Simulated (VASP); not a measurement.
A run of VASP 6.6.1 is set up as follows.

The input POSCAR:

```
Ge
1.0
    0.0000000000      2.8099234548      2.8099234548
    2.8099234548      0.0000000000      2.8099234548
    2.8099234548      2.8099234548      0.0000000000
Ge
2
Direct
    0.7500000000      0.7500000000      0.7500000000
    0.5000000000      0.5000000000      0.5000000000
```

INCAR.step1

```
SYSTEM = Ge
ALGO = Normal
EDIFF = 1E-5
ENCUT = 520
GGA = PE
ISIF = 2
ISMEAR = -1
LASPH = .True.
LCHARG = .False.
LREAL = .False.
LWAVE = .True.
NBANDS = 21
NELM = 100
PREC = Accurate
SIGMA = 0.05
```

The input INCAR.step2:

```
SYSTEM = Ge
AEXX = 0.25
ALGO = Normal
EDIFF = 1E-6
ENCUT = 520
ISIF = 2
ISMEAR = -1
ISTART = 1
LASPH = .True.
LCHARG = .False.
LHFCALC = .True.
LMIXTAU = .True.
LREAL = .False.
LWAVE = .False.
METAGGA = R2SCAN
NBANDS = 21
NELM = 100
PREC = Accurate
PRECFOCK = Normal
SIGMA = 0.05
```

The input KPOINTS:

```
k-points
0
Gamma
  4 4 4
  0 0 0
```

Potentials or basis: VASP PAW PBE potentials, release 64 (Ge_d).

Run with:

```sh
$ cat potpaw_PBE.64/Ge_d/POTCAR > POTCAR
$ cp INCAR.step1 INCAR
$ mpirun -np 1 vasp_std > vasp.out
$ cp INCAR.step2 INCAR
$ mpirun -np 1 vasp_std > vasp.out
```

Q: What does it give for the pressure?

A: 0.9 GPa.

Q: Estimate the band gap on the k mesh.

A: 1.78 eV (least direct gap 2.04 eV).

Caveat: the k points lie up to 0.48 Å⁻¹ apart; the PAW data sets were made with another functional, which shifts forces and pressure a little. A k mesh can miss the band edges.
